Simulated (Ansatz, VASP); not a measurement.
# Two plane-wave programs on Mo

Contents of INCAR:

```
  PREC = Accurate
  ENCUT = 520
  EDIFF = 1E-8
  ISMEAR = -1
  SIGMA = 0.05
  LREAL = False
  LASPH = True
  NELM = 100
  ALGO = Normal
  ISIF = 2
  LWAVE = False
  LCHARG = False
  GGA = PS
  LEFG = True
  NBANDS = 13
```

Contents of KPOINTS:

```
regular mesh
0
Gamma
  16 16 16
```

POSCAR

```
Mo
1.0
   -1.5710000000      1.5710000000      1.5710000000
    1.5710000000     -1.5710000000      1.5710000000
    1.5710000000      1.5710000000     -1.5710000000
Mo
1
Direct
    0.0000000000      0.0000000000      0.0000000000
```

Input for Ansatz:

```yaml
crystal:
  lattice:
    - [-1.571, 1.571, 1.571]
    - [1.571, -1.571, 1.571]
    - [1.571, 1.571, -1.571]
  atoms:
    - { symbol: Mo, position: [0.0, 0.0, 0.0] }
kpoints:
  mp_grid: { grid: [16, 16, 16] }
  band_path:
    path:
      - [0.0, 0.0, 0.0]
      - [0.5, -0.5, 0.5]
      - [0.0, 0.0, 0.5]
      - [0.0, 0.0, 0.0]
      - [0.25, 0.25, 0.25]
      - [0.5, -0.5, 0.5]
      - [0.25, 0.25, 0.25]
      - [0.0, 0.0, 0.5]
    npoints: 5
scf:
  occupations: { method: fermi_dirac, width: 0.05 }
hamiltonian:
  xc: pbesol
  pseudopotentials: { kind: paw }
output:
  forces: true
  stress: true
  eigenvalues: true
  efg: { contact_densities: true }
```

Alike in both runs: task electric field gradients; functional PBEsol; k mesh 16 × 16 × 16; occupations fermi-dirac, width 0.05 eV; no spin polarisation.

|  | VASP | Ansatz |
| --- | --- | --- |
| version | VASP 6.6.1 | Ansatz 0.2.0 |
| potentials or method | VASP PAW PBE potentials, release 64 (Mo_sv) | PAW with Ansatz's default frozen-core files, scalar-relativistic |
| plane-wave cutoff (eV) | 520 | 420 |
| valence electrons in the cell | 14 | 14 |

|  | VASP | Ansatz | Ansatz less VASP |
| --- | --- | --- | --- |
| pressure (GPa) | -2.9 | -3.4 | -0.52 |

VASP's potentials were made for PBE, not for PBEsol. The functional is the same, so the differences come from potentials, cutoffs and numerics.
